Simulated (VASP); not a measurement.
Wanted: the native input for a VASP 6.6.1 run.

* Task: single point
* Functional: LDA
* Potentials or basis: VASP PAW LDA potentials, release 64 (Zr_sv, Ag)
* Cutoff: 520 eV
* k mesh: 7 × 7 × 8
* Occupations: fermi-dirac, width 0.05 eV
* Spin: no spin polarisation
* Dipole correction: no
* Further INCAR settings: ALGO = Normal; EDIFF = 1e-06; NBANDS = 32

The structure of Zr3Ag lies in POSCAR:

```
Zr3Ag
1.0
    4.5660000000      0.0000000000      0.0000000000
    0.0000000000      4.5660000000      0.0000000000
    0.0000000000      0.0000000000      3.9062800000
Zr Ag
3 1
Direct
    0.5000000000      0.5000000000      0.0000000000
    0.0000000000      0.5000000000      0.5000000000
    0.5000000000      0.0000000000      0.5000000000
    0.0000000000      0.0000000000      0.0000000000
```

This cell differs from its parent crystal: zz strain of -2 %.

The input as run:

INCAR

```
PREC     = Accurate       # precision mode
ENCUT    = 520            # plane-wave cutoff, eV
EDIFF    = 1E-6           # SCF threshold, eV
ISMEAR   = -1             # smearing method
SIGMA    = 0.05           # smearing width, eV
LREAL    = F              # projectors in reciprocal space
LASPH    = T              # aspherical terms in the spheres
NELM     = 60             # most SCF steps
ALGO     = Normal         # electronic algorithm
ISIF     = 2              # what is computed and relaxed
LWAVE    = F              # write WAVECAR
LCHARG   = F              # write CHGCAR
GGA      = CA             # functional
NBANDS   = 32             # bands
```

KPOINTS

```
regular mesh
0
Gamma
  7 7 8
```

Potentials or basis: VASP PAW LDA potentials, release 64 (Zr_sv, Ag).

Launch:

```bash
$ cat potpaw_LDA.64/Zr_sv/POTCAR potpaw_LDA.64/Ag/POTCAR > POTCAR
$ mpirun -np 1 vasp_std > vasp.out
```

Results of the run:

```yaml
Pressure: -2.9 GPa
Band_gap_on_the_k_mesh: zero (an odd number of electrons rules out a gap without spin polarisation)
```

Caveat: the cell differs from its parent crystal (zz strain of -2 %).

Run time: 84 s on 1 thread of AMD EPYC 7R43 64-Core Processor (Zen 3), with other jobs on the host, peak memory 0.2 GiB.
